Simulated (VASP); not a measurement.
A run of VASP 6.6.1 is set up as follows.

INCAR

```
PREC = Accurate
ENCUT = 520
EDIFF = 1E-7
ISMEAR = -1
SIGMA = 0.02
LREAL = False
LASPH = True
NELM = 100
ALGO = Normal
ISIF = 2
LWAVE = False
LCHARG = True
GGA = CA
LELF = True
LVHAR = True
NBANDS = 28
```

Contents of KPOINTS:

```
Automatic mesh
0
Gamma
  6 6 6
```

File POSCAR:

```
SnSe
1.0
    2.1236689167     -5.9040304868      0.0000000000
    2.1236689167      5.9040304868      0.0000000000
    0.0000000000      0.0000000000      4.2288625191
Sn Se
2 2
Direct
    0.8740995176      0.1259004824      0.2500000000
    0.1259004824      0.8740995176      0.7500000000
    0.6451033447      0.3548966553      0.2500000000
    0.3548966553      0.6451033447      0.7500000000
```

Potentials or basis: VASP PAW LDA potentials, release 64 (Sn_d, Se).

Run with:

```bash
$ cat potpaw_LDA.64/Sn_d/POTCAR potpaw_LDA.64/Se/POTCAR > POTCAR
$ mpirun -np 1 vasp_std > vasp.out
```

(1) Predict the pressure.

(2) Estimate the largest force.

(3) Estimate the band gap on the k mesh.

## Answers

(1) -2.3 GPa.

(2) 0.076 eV/Å.

(3) 0.08 eV (least direct gap 0.26 eV).

Caveat: semilocal functionals underestimate gaps, and a narrow one can read as zero; spin-orbit coupling is left out, which moves the levels of the heavy elements.
